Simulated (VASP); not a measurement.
# SnSe (P1) in VASP: notebook, part 2 of 2

VASP 6.6.1. The steps go on from the part before.

### 3 Single point, PBEsol

INCAR reads:

```
SYSTEM = SnSe
ALGO = Normal
EDIFF = 1E-6
ENCUT = 500
GGA = PS
GGA_COMPAT = .FALSE.
ISIF = 2
ISMEAR = 0
LASPH = .TRUE.
LCHARG = .FALSE.
LREAL = .FALSE.
LWAVE = .FALSE.
NBANDS = 17
NELM = 120
PREC = Accurate
SIGMA = 0.01
```

KPOINTS reads:

```
k-points
0
G
  4 4 4
  0 0 0
```

POSCAR reads:

```
SnSe
1.0
   -0.0317000000      3.1462600000      3.1421700000
    2.8932500000      0.0704700000      3.0400000000
    2.9226000000      3.0734300000      0.0411200000
Sn Se
1 1
Direct
    0.0092900000      0.9516900000      0.0730100000
    0.5041997915      0.5252337612      0.4904198360
```

Potentials or basis: VASP PAW PBE potentials, release 64 (Sn_d, Se).

Launch:

```sh
$ cat potpaw_PBE.64/Sn_d/POTCAR potpaw_PBE.64/Se/POTCAR > POTCAR
$ mpirun -np 1 vasp_std > vasp.out
```

OUTCAR:

```text
SYSTEM = SnSe
   EDIFF = 1E-6
   ENCUT = 500
   GGA = PS
   ISIF = 2
   ISMEAR = 0
   LASPH = .TRUE.
   LREAL = .FALSE.
   NELM = 120
   PREC = Accurate

 ion  position               nearest neighbor table
   1  0.009  0.952  0.073-   2 2.82   2 2.89   2 2.91   2 2.97
   2  0.504  0.525  0.490-   1 2.82   1 2.89   1 2.91   1 2.97

  Warning from LATTYP: Got some problem with cell dimensions!
  Tried to take original basis but could not verify dimensions!
  LATTYP: Found a triclinic cell.
 ALAT       =     4.2413740202
 B/A-ratio  =     1.0484115311
 C/A-ratio  =     1.0006295628
 COS(alpha) =     0.0012808259
 COS(beta)  =     0.5106420047
 COS(gamma) =     0.5146498926

  Lattice vectors:

 A1 = (  -2.9226000000,  -3.0734300000,  -0.0411200000)
 A2 = (   0.0317000000,  -3.1462600000,  -3.1421700000)
 A3 = (  -0.0293500000,  -3.0029600000,   2.9988800000)

Analysis of symmetry for initial positions (statically):
=====================================================================
 Subroutine PRICEL returns:
 Original cell was already a primitive cell.

 Routine SETGRP: Setting up the symmetry group for a
 triclinic supercell.

 Subroutine GETGRP returns: Found  1 space group operations
 (whereof  1 operations were pure point group operations)
 out of a pool of  2 trial point group operations.

The static configuration has the point symmetry C_1 .

Analysis of symmetry for dynamics (positions and initial velocities):
=====================================================================
 Subroutine PRICEL returns:
 Original cell was already a primitive cell.

 Routine SETGRP: Setting up the symmetry group for a
 triclinic supercell.

 Subroutine GETGRP returns: Found  1 space group operations
 (whereof  1 operations were pure point group operations)
 out of a pool of  2 trial point group operations.

The dynamic configuration has the point symmetry C_1 .

 Subroutine INISYM returns: Found  1 space group operations
[... 107 lines left out ...]
   PSTRESS=    0.0 pullay stress
   NELECT =      20.0000    total number of electrons
   NUPDOWN=      -1.0000    fix difference up-down
   EMIN   =  10.00;   EMAX   =-10.00  energy-range for DOS
   EFERMI =   0.00;   METHOD = LEGACY
   ISMEAR =     0;   SIGMA  =   0.01  broadening in eV -4-tet -1-fermi 0-gaus
   EFERMI_NEDOS =   21; number of points for ismear=-14 and -15
   IALGO  =     38    algorithm
   IMIX   =      4    mixing-type and parameters
     AMIX     =   0.40;   BMIX     =  1.00
     AMIX_MAG =   1.60;   BMIX_MAG =  1.00
  volume/ion in A,a.u.               =      27.58       186.15
  Fermi-wavevector in a.u.,A,eV,Ry     =   1.167310  2.205897 18.539486  1.362614
  Thomas-Fermi vector in A             =   2.303812
   LORBIT       =      0    0 simple, 1 ext, 2 COOP (PROOUT), +10 PAW based schemes
   GGA     = PS    functional components
   LHFCALC =     F    Hartree Fock is set to
   AEXX    =    0.0000 exact exchange contribution
   IVDW    =     0    specifies the selected vdW correction
   LEPSILON=     F    determine dielectric tensor
   LRPA    =     F    only Hartree local field effects (RPA)
 non-spin polarized calculation
 Gauss-broadening in eV      SIGMA  =   0.01
  energy-cutoff  :      500.00
  volume of cell :       55.17
 maximum number of plane-waves:      1410
   NGX = 17   NGY = 15   NGZ = 15

 number of electron      20.0000002 magnetization

 Free energy of the ion-electron system (eV)
  ---------------------------------------------------
  ext. energy  EPLUGINS =         0.00000000
  ---------------------------------------------------
  free energy    TOTEN  =        -8.97934705 eV

  energy without entropy =       -8.97934705  energy(sigma->0) =       -8.97934705

 E-fermi :   5.5693     XC(G=0):  -9.7231

 val. band max:        5.4817974482   @ k =   0.5000   0.0000  -0.0000
 cond. band min:       5.8855476747   @ k =   0.5000   0.5000   0.5000
 fundamental gap:      0.4037502265
 Fermi energy:         5.5693389281

 k-point     1 :       0.0000    0.0000    0.0000
  band No.  band energies     occupation
      1     -16.1567      2.00000
      2     -16.1511      2.00000
      3     -16.1455      2.00000
      4     -16.1402      2.00000
      5     -16.1390      2.00000
      6      -8.6417      2.00000
[... 457 lines left out ...]
      4     -16.1378      2.00000
      5     -16.1249      2.00000
      6      -7.6205      2.00000
[... 9 lines left out ...]
     16      16.0450      0.00000
     17      16.4261      0.00000

 [... further k-points ...]
[... 5 lines left out ...]
  --------------------------------------------------------------------------------------
  -------------------------------------------------------------------------------------
  Total        0.2496441     -1.0366119     -1.2759257      0.0318983     -0.3942071      0.1206497
  in kB        7.2499755    -30.1045025    -37.0544737      0.9263658    -11.4482668      3.5038175
  external PRESSURE =     -19.9696669 kB  Pullay stress =       0.0000000 kB

 VOLUME and BASIS-vectors are now :
 -----------------------------------------------------------------------------
  energy-cutoff  :      500.00
  volume of cell :       55.17
      direct lattice vectors                 reciprocal lattice vectors
    -0.031700000  3.146260000  3.142170000    -0.169303867  0.158888677  0.157447872
     2.893250000  0.070470000  3.040000000     0.172703164 -0.166481270  0.168440298
     2.922600000  3.073430000  0.041120000     0.169355929  0.166532781 -0.165040989

 POSITION                                       TOTAL-FORCE (eV/Angst)
 -----------------------------------------------------------------------------------
      2.96656      0.32069      2.92533        -0.023567     -0.113983      0.099392
      2.93695      3.13063      3.20116         0.023567      0.113983     -0.099392
 -----------------------------------------------------------------------------------
    total drift:                                0.000208     -0.000088      0.000325

  FREE ENERGIE OF THE ION-ELECTRON SYSTEM (eV)
  ---------------------------------------------------
  free  energy   TOTEN  =        -8.9793470488 eV

  energy  without entropy=       -8.9793470488  energy(sigma->0) =       -8.97934705
```

It took 15 s on 1 thread of Intel Xeon Platinum 8375C at 2.90GHz (Ice Lake), shared host; peak memory 0.19 GiB.

What came out:

- Free energy: -8.9793 eV
- Pressure: -2.0 GPa
- Largest force: 0.153 eV/Å
- Band gap on the k mesh: 0.40 eV, indirect (least direct gap 0.50 eV)

Forces in eV/Å, atoms in the order of the input:
```
Sn  -0.024 -0.114  0.099
Se   0.024  0.114 -0.099
```

Levels at points of the mesh, in eV from the valence-band top:
```
           k point  band 6  band 7  band 8  band 9  band 10  band 11  band 12  band 13  band 14  band 15
(0.00, 0.00, 0.00)  -14.12   -5.26   -2.68   -2.54    -1.99     3.30     3.85     4.04     5.24     6.33
(0.50, 0.00, 0.00)  -13.23   -8.39   -2.31   -2.22     0.00     0.50     1.61     1.64     7.53     8.83
(0.00, 0.50, 0.00)  -13.20   -8.02   -2.67   -2.19    -0.84     0.50     1.08     1.33     7.73     9.78
(0.50, 0.50, 0.00)  -13.00   -6.62   -5.11   -3.97    -3.48     2.44     4.61     5.53     6.16     9.65
(0.00, 0.00, 0.50)  -13.24   -8.03   -2.61   -2.13    -0.83     0.68     1.10     1.41     7.66     9.65
(0.50, 0.00, 0.50)  -12.99   -6.81   -4.92   -4.00    -3.47     2.60     4.57     5.59     6.03     9.72
(0.00, 0.50, 0.50)  -12.86   -6.40   -5.67   -4.23    -3.35     2.04     5.16     5.62     6.03    10.15
(0.50, 0.50, 0.50)  -13.21   -8.31   -2.36   -2.29    -0.14     0.40     1.44     1.60     7.51     8.65
```

Caveat: the k points lie up to 0.46 Å⁻¹ apart; the PAW data sets were made with another functional, which shifts forces and pressure a little; spin-orbit coupling is left out, which moves the levels of the heavy elements.

### 4 Single point, PBEsol

INCAR reads:

```
PREC = Accurate
ENCUT = 500
EDIFF = 1E-6
ISMEAR = 0
SIGMA = 0.01
LREAL = False
LASPH = True
NELM = 120
ALGO = Normal
ISIF = 2
LWAVE = False
LCHARG = False
GGA = PS
NBANDS = 17
GGA_COMPAT = False
```

KPOINTS reads:

```
regular mesh
0
Gamma
  4 4 4
```

Changes to POSCAR since step 3:

```diff
@@ -9,2 +9,2 @@
     0.0092900000      0.9516900000      0.0730100000
-    0.5041997915      0.5252337612      0.4904198360
+    0.5029402085      0.5238862388      0.4917401640
```

Launch:

```sh
$ cat potpaw_PBE.64/Sn_d/POTCAR potpaw_PBE.64/Se/POTCAR > POTCAR
$ mpirun -np 1 vasp_std > vasp.out
```

It took 15 s on 1 thread of Intel Xeon Platinum 8375C at 2.90GHz (Ice Lake), shared host; peak memory 0.19 GiB.

The run converged. Its results:

```
Free energy            : -8.9801 eV
Pressure               : -2.0 GPa
Largest force          : 0.144 eV/Å
Band gap on the k mesh : 0.41 eV, indirect (least direct gap 0.51 eV)
```

Forces on the atoms (eV/Å):
```
Sn  -0.024 -0.108  0.092
Se   0.024  0.108 -0.092
```

Stress tensor (GPa, compression positive):
```
 0.73  0.09  0.35
 0.09 -3.01 -1.14
 0.35 -1.14 -3.80
```

Levels at points of the mesh, in eV from the valence-band top:
```csv
k point,band 8,band 9,band 10,band 11,band 12,band 13
"(0.00, 0.00, 0.00)",-2.67,-2.53,-1.99,3.31,3.85,4.06
"(0.50, 0.00, 0.00)",-2.30,-2.20,0.00,0.51,1.60,1.64
"(0.00, 0.50, 0.00)",-2.66,-2.19,-0.82,0.50,1.08,1.33
"(0.50, 0.50, 0.00)",-5.13,-3.97,-3.47,2.45,4.62,5.53
"(0.00, 0.00, 0.50)",-2.60,-2.12,-0.81,0.68,1.10,1.41
"(0.50, 0.00, 0.50)",-4.91,-4.00,-3.47,2.63,4.57,5.60
"(0.00, 0.50, 0.50)",-5.67,-4.22,-3.35,2.06,5.16,5.61
"(0.50, 0.50, 0.50)",-2.35,-2.27,-0.14,0.41,1.42,1.60
```

Caveat: the k points lie up to 0.46 Å⁻¹ apart; the PAW data sets were made with another functional, which shifts forces and pressure a little; spin-orbit coupling is left out, which moves the levels of the heavy elements. A k mesh can miss the band edges.
